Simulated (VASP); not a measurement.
Input of a VASP 6.6.1 run:

INCAR

```
SYSTEM = HfSi2
ALGO = Normal
DIPOL = 0.5 0.5 0.498
EDIFF = 1E-6
ENCUT = 400
GGA = PS
GGA_COMPAT = .FALSE.
IDIPOL = 3
ISIF = 2
ISMEAR = 0
LASPH = .TRUE.
LCHARG = .TRUE.
LDIPOL = .TRUE.
LELF = .TRUE.
LREAL = .FALSE.
LVACPOTAV = .TRUE.
LVHAR = .TRUE.
LWAVE = .FALSE.
NBANDS = 90
NELM = 120
NELMDL = -8
PREC = Accurate
SIGMA = 0.1
```

File KPOINTS:

```
k-points
0
G
  10 5 1
  0 0 0
```

Contents of POSCAR:

```
HfSi2
1.0
    3.6361020364      0.0000000000      0.0000000000
    0.0000000000      7.4010389008      0.0000000000
    0.0000000000      0.0000000000     28.4608161752
Si Hf
16 8
Direct
    0.2500000000      0.8776164488      0.2620847812
    0.7500000000      0.0756420960      0.2729877312
    0.2500000000      0.3973252108      0.3039113991
    0.7500000000      0.3480545814      0.3624105095
    0.2500000000      0.6971563550      0.3856618409
    0.7500000000      0.9063149081      0.4008232965
    0.2500000000      0.2846588515      0.4269098143
    0.7500000000      0.2238079362      0.4882090110
    0.2500000000      0.5897574245      0.5127600463
    0.7500000000      0.7960269526      0.5260832676
    0.2500000000      0.1617088358      0.5510849726
    0.7500000000      0.1032279622      0.6131212465
    0.2500000000      0.4719531775      0.6379864374
    0.7500000000      0.6809831938      0.6511220728
    0.2500000000      0.0399458528      0.6769919095
    0.7500000000      0.9841795223      0.7338974685
    0.7500000000      0.6857236555      0.3177806224
    0.2500000000      0.0695483212      0.3481648156
    0.7500000000      0.5583218595      0.4448839785
    0.2500000000      0.9492849325      0.4696590729
    0.7500000000      0.4361856138      0.5692710462
    0.2500000000      0.8274258012      0.5939179517
    0.7500000000      0.3153984299      0.6917425490
    0.2500000000      0.7095701642      0.7162214238
```

Potentials or basis: VASP PAW PBE potentials, release 64 (Si, Hf_pv).

Run with:

```sh
$ cat potpaw_PBE.64/Si/POTCAR potpaw_PBE.64/Hf_pv/POTCAR > POTCAR
$ mpirun -np 1 vasp_std > vasp.out
```

Q: Estimate the largest force.

A: 0.029 eV/Å.

Q: Predict the band gap on the k mesh.

A: Zero (bands 72 and 73 overlap by 0.39 eV).

Forces on the atoms (eV/Å):
```
Si   0.000 -0.004  0.010
Si   0.000 -0.005 -0.010
Si   0.000  0.011 -0.005
Si   0.000 -0.003 -0.008
Si   0.000  0.003 -0.018
Si   0.000 -0.007 -0.014
Si   0.000  0.000  0.005
Si   0.000  0.000  0.000
Si   0.000  0.018  0.002
Si   0.000 -0.012 -0.005
Si   0.000  0.000 -0.001
Si   0.000  0.007  0.005
Si   0.000  0.007  0.021
Si   0.000 -0.018  0.022
Si   0.000  0.001  0.001
Si   0.000 -0.008  0.005
Hf   0.000  0.015  0.000
Hf   0.000 -0.011 -0.019
Hf   0.000  0.009  0.006
Hf   0.000 -0.015 -0.002
Hf   0.000  0.012  0.006
Hf   0.000 -0.005  0.003
Hf   0.000  0.009  0.001
Hf   0.000 -0.002 -0.006
```

Caveat: the PAW data sets were made with another functional, which shifts forces and pressure a little; spin-orbit coupling is left out, which moves the levels of the heavy elements.
